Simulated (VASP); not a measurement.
# TiSi16 (a cell with a defect) in VASP: notebook, part 2 of 2

VASP 6.6.1.

## Step 4: Single point, LDA

File INCAR:

```
SYSTEM = TiSi16
PREC = Accurate ; ENCUT = 520
EDIFF = 1E-7 ; ISMEAR = -1
SIGMA = 0.02 ; LREAL = Auto
LASPH = .True. ; NELM = 100
ALGO = Normal ; ISIF = 2
LWAVE = .False. ; LCHARG = .False.
GGA = CA ; NBANDS = 52
```

File KPOINTS:

```
Automatic mesh
0
Gamma
  2 2 2
  0 0 0
```

File POSCAR:

```
TiSi16
1.0
    0.0000000000      5.4300000000      5.4300000000
    5.4300000000      0.0000000000      5.4300000000
    5.4300000000      5.4300000000      0.0000000000
Si Ti
16 1
Direct
    0.0063804557      0.0072830274     -0.0011683778
    0.1269577849      0.1278837542      0.1316464411
    0.0024166188      0.0033672310      0.5020113001
    0.1258971456      0.1268570844      0.6255065592
    0.0074942342      0.5015456455      0.0002247243
    0.1408375256      0.6252384141      0.1238766062
    0.0062538097      0.5002177434      0.5060016614
    0.1269174288      0.6329935535      0.6265695579
    0.5006246946      0.0083861409      0.0002456119
    0.6243208134      0.1417306565      0.1239251211
    0.4992454921      0.0071991952      0.5060444126
    0.6320458790      0.1278601218      0.6265861891
    0.5047236752      0.5056066476      0.0045442573
    0.6258126029      0.6266831074      0.1254678907
    0.5005838817      0.5015256570      0.5071854648
    0.6241910365      0.6251570769      0.6406257574
    0.7542352213      0.7551325431      0.2539729226
```

Potentials or basis: VASP PAW LDA potentials, release 64 (Si, Ti_sv).

Started as:

```sh
> cat potpaw_LDA.64/Si/POTCAR potpaw_LDA.64/Ti_sv/POTCAR > POTCAR
> mpirun -np 1 vasp_std > vasp.out
```

OUTCAR:

```text
SYSTEM = TiSi16
   PREC = Accurate
   ENCUT = 520
   EDIFF = 1E-7
   ISMEAR = -1
   LREAL = Auto
   LASPH = .True.
   NELM = 100
   ISIF = 2
   GGA = CA

 ion  position               nearest neighbor table
   1  0.006  0.007  0.999-   4 2.34   2 2.35   6 2.40  10 2.40  17 2.74
   2  0.127  0.128  0.132-   3 2.32   5 2.34   9 2.34   1 2.35
   3  0.002  0.003  0.502-   2 2.32  12 2.32   8 2.32   4 2.32
   4  0.126  0.127  0.626-   3 2.32   1 2.34  11 2.34   7 2.34
   5  0.007  0.502  0.000-   8 2.34   2 2.34   6 2.39  14 2.39  17 2.75
   6  0.141  0.625  0.124-  13 2.28   5 2.39   1 2.40   7 2.40  17 2.42
   7  0.006  0.500  0.506-   4 2.34   8 2.35  16 2.40   6 2.40  17 2.74
   8  0.127  0.633  0.627-   3 2.32   5 2.34  15 2.34   7 2.35
   9  0.501  0.008  0.000-  12 2.34   2 2.34  10 2.39  14 2.39  17 2.75
  10  0.624  0.142  0.124-  13 2.28   9 2.39   1 2.40  11 2.40  17 2.42
  11  0.499  0.007  0.506-   4 2.34  12 2.35  16 2.40  10 2.40  17 2.74
  12  0.632  0.128  0.627-   3 2.32   9 2.34  15 2.34  11 2.35
  13  0.505  0.506  0.005-  14 2.28  10 2.28   6 2.28  16 2.28
  14  0.626  0.627  0.125-  13 2.28   5 2.39   9 2.39  15 2.39  17 2.42
  15  0.501  0.502  0.507-  12 2.34   8 2.34  16 2.39  14 2.39  17 2.75
  16  0.624  0.625  0.641-  13 2.28  15 2.39  11 2.40   7 2.40  17 2.42
  17  0.754  0.755  0.254-  14 2.42  10 2.42   6 2.42  16 2.42   7 2.74  11 2.74   1 2.74  15 2.75
                             5 2.75   9 2.75

  LATTYP: Found a face centered cubic cell.
 ALAT       =    10.8600000000

  Lattice vectors:

 A1 = (   0.0000000000,   5.4300000000,   5.4300000000)
 A2 = (   5.4300000000,   0.0000000000,   5.4300000000)
 A3 = (   5.4300000000,   5.4300000000,   0.0000000000)

Analysis of symmetry for initial positions (statically):
=====================================================================
 Subroutine PRICEL returns:
 Original cell was already a primitive cell.

 Routine SETGRP: Setting up the symmetry group for a
 face centered cubic supercell.

 Subroutine GETGRP returns: Found  1 space group operations
 (whereof  1 operations were pure point group operations)
 out of a pool of 48 trial point group operations.

The static configuration has the point symmetry C_1 .

Analysis of symmetry for dynamics (positions and initial velocities):
=====================================================================
 Subroutine PRICEL returns:
 Original cell was already a primitive cell.

 Routine SETGRP: Setting up the symmetry group for a
 face centered cubic supercell.

 Subroutine GETGRP returns: Found  1 space group operations
 (whereof  1 operations were pure point group operations)
 out of a pool of 48 trial point group operations.

The dynamic configuration has the point symmetry C_1 .

 Subroutine INISYM returns: Found  1 space group operations
 (whereof  1 operations are pure point group operations),
 and found     1 'primitive' translations

----------------------------------------------------------------------------------------

                                     Primitive cell

  volume of cell :     320.2060

  direct lattice vectors                    reciprocal lattice vectors
     0.000000000  5.430000000  5.430000000    -0.092081031  0.092081031  0.092081031
     5.430000000  0.000000000  5.430000000     0.092081031 -0.092081031  0.092081031
[... 78 lines left out ...]
  0.000000  0.500000  0.500000      1.000000
  0.500000  0.000000  0.500000      1.000000
   k-points           NKPTS =      8   k-points in BZ     NKDIM =      8   number of bands    NBANDS=     52
   number of dos      NEDOS =    301   number of ions     NIONS =     17
   total plane-waves  NPLWV = 216000
   dimension x,y,z NGX =    60 NGY =   60 NGZ =   60
   dimension x,y,z NGXF=   120 NGYF=  120 NGZF=  120
   ions per type =              16   1
   NGX,Y,Z   is equivalent  to a cutoff of  12.99, 12.99, 12.99 a.u.
   NGXF,Y,Z  is equivalent  to a cutoff of  25.98, 25.98, 25.98 a.u.
 SYSTEM =  TiSi16
   PREC   = accura    normal or accurate (medium, high low for compatibility)
   ISTART =      0    job   : 0-new  1-cont  2-samecut
   ICHARG =      2    charge: 1-file 2-atom 10-const
   ISPIN  =      1    spin polarized calculation?
   LNONCOLLINEAR =      F non collinear calculations
   LSORBIT =      F    spin-orbit coupling
   LASPH  =      T    aspherical Exc in radial PAW
   ENCUT  =  520.0 eV  38.22 Ry    6.18 a.u.  14.28 14.28 14.28*2*pi/ulx,y,z
   NELM   =    100;   NELMIN=  2; NELMDL= -5     # of ELM steps
   EDIFF  = 0.1E-06   stopping-criterion for ELM
   LREAL  =      T    real-space projection
   EDIFFG = 0.1E-05   stopping-criterion for IOM
   NSW    =      0    number of steps for IOM
   IBRION =     -1    ionic relax: 0-MD 1-quasi-New 2-CG
   NFREE  =      0    steps in history (QN), initial steepest desc. (CG)
   ISIF   =      2    stress and relaxation
   ISYM   =      2    0-nonsym 1-usesym 2-fastsym
   POTIM  = 0.5000    time-step for ionic-motion
   TEBEG  =    0.0;   TEEND  =   0.0 temperature during run
   PSTRESS=    0.0 pullay stress
   NELECT =      76.0000    total number of electrons
   NUPDOWN=      -1.0000    fix difference up-down
   EMIN   =  10.00;   EMAX   =-10.00  energy-range for DOS
   EFERMI =   0.00;   METHOD = LEGACY
   ISMEAR =    -1;   SIGMA  =   0.02  broadening in eV -4-tet -1-fermi 0-gaus
   EFERMI_NEDOS =   21; number of points for ismear=-14 and -15
   IALGO  =     38    algorithm
   IMIX   =      4    mixing-type and parameters
     AMIX     =   0.40;   BMIX     =  1.00
     AMIX_MAG =   1.60;   BMIX_MAG =  1.00
  volume/ion in A,a.u.               =      18.84       127.11
  Fermi-wavevector in a.u.,A,eV,Ry     =   1.013607  1.915439 13.978610  1.027399
  Thomas-Fermi vector in A             =   2.146786
   LORBIT       =      0    0 simple, 1 ext, 2 COOP (PROOUT), +10 PAW based schemes
   GGA     = CA    functional components
   LHFCALC =     F    Hartree Fock is set to
   AEXX    =    0.0000 exact exchange contribution
   IVDW    =     0    specifies the selected vdW correction
   LEPSILON=     F    determine dielectric tensor
   LRPA    =     F    only Hartree local field effects (RPA)
 non-spin polarized calculation
  energy-cutoff  :      520.00
  volume of cell :      320.21
 maximum number of plane-waves:      8646
 NGX is ok and might be reduce to    60
   NGX = 29   NGY = 29   NGZ = 29

 number of electron      76.0000003 magnetization

 Free energy of the ion-electron system (eV)
  ---------------------------------------------------
  ext. energy  EPLUGINS =         0.00000000
  ---------------------------------------------------
  free energy    TOTEN  =      -102.04163989 eV

  energy without entropy =     -102.01903182  energy(sigma->0) =     -102.03033585

 E-fermi :   6.8103     XC(G=0):  -9.9272

 val. band max:        6.7688787852   @ k =   0.5000   0.0000   0.5000
 cond. band min:       6.8327132391   @ k =   0.5000   0.5000   0.5000
 fundamental gap:      0.0638344539
 Fermi energy:         6.8102603537

 k-point     1 :       0.0000    0.0000    0.0000
  band No.  band energies     occupation
      1     -49.2754      2.00000
      2     -26.0412      2.00000
      3     -26.0408      2.00000
      4     -26.0299      2.00000
      5      -5.7686      2.00000
      6      -3.5453      2.00000
[... 413 lines left out ...]
     49       9.7393      0.00000
     50      10.4183      0.00000
 [bands above 50 left out]

------------------------ aborting loop because EDIFF is reached ----------------------------------------

  FORCE on cell =-STRESS in cart. coord.  units (eV):
  Direction    XX          YY          ZZ          XY          YZ          ZX
  --------------------------------------------------------------------------------------
  -------------------------------------------------------------------------------------
  Total        0.2429206      0.2583527      0.2409947     -0.0270382     -0.0329701     -0.0353337
  in kB        1.2154731      1.2926892      1.2058367     -0.1352879     -0.1649684     -0.1767953
  external PRESSURE =       1.2379997 kB  Pullay stress =       0.0000000 kB

 VOLUME and BASIS-vectors are now :
 -----------------------------------------------------------------------------
  energy-cutoff  :      520.00
  volume of cell :      320.21
      direct lattice vectors                 reciprocal lattice vectors
     0.000000000  5.430000000  5.430000000    -0.092081031  0.092081031  0.092081031
     5.430000000  0.000000000  5.430000000     0.092081031 -0.092081031  0.092081031
     5.430000000  5.430000000  0.000000000     0.092081031  0.092081031 -0.092081031

 POSITION                                       TOTAL-FORCE (eV/Angst)
 -----------------------------------------------------------------------------------
      5.46320      5.45830      0.07419         0.010752      0.009476     -0.000914
      1.40925      1.40422      1.38379        -0.006149     -0.005527      0.006413
      2.74421      2.73904      0.03141         0.006380      0.004984      0.006182
      4.08533      4.08012      1.37246         0.008609      0.007666      0.009434
      2.72461      0.04191      2.76409        -0.013022      0.004643      0.005359
      4.06769      1.43740      4.15979         0.008396      0.001537      0.001417
[... 9 lines left out ...]
      6.87320      6.86796      6.78396         0.001002      0.001532      0.008256
      5.47944      5.47457      8.19587        -0.021699     -0.013115     -0.023918
 -----------------------------------------------------------------------------------
    total drift:                                0.000573      0.011045     -0.004312

  FREE ENERGIE OF THE ION-ELECTRON SYSTEM (eV)
  ---------------------------------------------------
  free  energy   TOTEN  =      -102.0416398869 eV

  energy  without entropy=     -102.0190318187  energy(sigma->0) =     -102.03033585
```

Wall time 3 min (1 thread of AMD EPYC 9R45 (Zen 5), shared host); peak memory 0.35 GiB.

What came out:

```
Free energy            : -102.0416 eV
Pressure               : 0.1 GPa
Largest force          : 0.035 eV/Å
Band gap on the k mesh : zero (band 38 reaches 6.84 eV, above the bottom of band 39 at 6.45 eV)
```

Forces on the atoms (eV/Å):
```
Si   0.011  0.009 -0.001
Si  -0.006 -0.006  0.006
Si   0.006  0.005  0.006
Si   0.009  0.008  0.009
Si  -0.013  0.005  0.005
Si   0.008  0.002  0.001
Si   0.011 -0.001  0.011
Si  -0.006  0.006 -0.004
Si   0.005 -0.014  0.006
Si   0.000  0.010  0.000
Si   0.000  0.009  0.011
Si   0.007 -0.006 -0.006
Si  -0.007 -0.007 -0.007
Si  -0.011 -0.012 -0.011
Si   0.006  0.005 -0.014
Si   0.001  0.002  0.008
Ti  -0.022 -0.013 -0.024
```

Caveat: the k points lie up to 0.50 Å⁻¹ apart.
